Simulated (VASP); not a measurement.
Runs of VASP 6.6.1 on HgTe (Coloradoite). The structure is that of space group F-43m (No. 216), or close to it. The cells are those of the table. 

| cell | gap on the mesh (eV) | pressure (GPa) |
| --- | --- | --- |
| a = 4.501 Å, angles 60.0°, 2 atoms | none | 4.3 |
| a = 4.435 Å, angles 60.0°, 2 atoms | none | 7.3 |
| a = 4.628 Å, angles 60.0°, 2 atoms | none | 0.1 |
| a = 4.565 Å, angles 60.0°, 2 atoms | none | 1.9 |
| a = 4.689 Å, angles 60.0°, 2 atoms | none | (a) |
| a = 4.366 Å, angles 60.0°, 2 atoms | none | 11.1 |
| a = 4.296 Å, angles 60.0°, 2 atoms | none | (b) |

Alike in all rows: task single point; level PBE+D3(BJ); potentials or basis VASP PAW PBE potentials, release 64 (Hg, Te); no spin polarisation; k mesh 10 × 10 × 10; cutoff (eV) 520; smearing gaussian 0.05 eV.

Task: Fill in the values left out.

Result: (a) -1.3; (b) 16.1.

Caveats: spin-orbit coupling is left out, which moves the levels of the heavy elements; pairwise dispersion overbinds metals, which lowers pressure and volume.

A k mesh can miss the band edges, and the runs leave out spin-orbit coupling on Hg, Te.

A gap of «none» marks levels without a gap at the run's occupations.
